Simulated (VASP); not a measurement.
A run of VASP 6.6.1 is set up as follows.

Contents of INCAR:

```
PREC = Accurate
ENCUT = 520
EDIFF = 1E-7
ISMEAR = 0
SIGMA = 0.05
LREAL = F
LASPH = T
NELM = 80
ALGO = Normal
ISIF = 2
LWAVE = F
LCHARG = F
GGA = PE
NBANDS = 16
```

Contents of KPOINTS:

```
regular mesh
0
Gamma
  8 8 8
```

The input POSCAR:

```
AgCl
1.0
    0.0000000000      2.7311020407      2.8060228508
    2.7311020407      0.0000000000      2.8060228508
    2.7311020407      2.7311020407      0.0000000000
Ag Cl
1 1
Direct
    0.5000000000      0.5000000000      0.5000000000
    0.0000000000      0.0000000000      0.0000000000
```

Potentials or basis: VASP PAW PBE potentials, release 64 (Ag, Cl).

Command:

```bash
$ cat potpaw_PBE.64/Ag/POTCAR potpaw_PBE.64/Cl/POTCAR > POTCAR
$ mpirun -np 1 vasp_std > vasp.out
```

**Question.** What does it give for the band gap on the k mesh?

**Answer.** 0.82 eV, indirect (least direct gap 3.24 eV).

**Question.** What does it give for the pressure?

**Answer.** 2.5 GPa.

Stress tensor (GPa, compression positive):
```
2.80 0.00 0.00
0.00 2.80 0.00
0.00 0.00 1.98
```

A k mesh can miss the band edges.
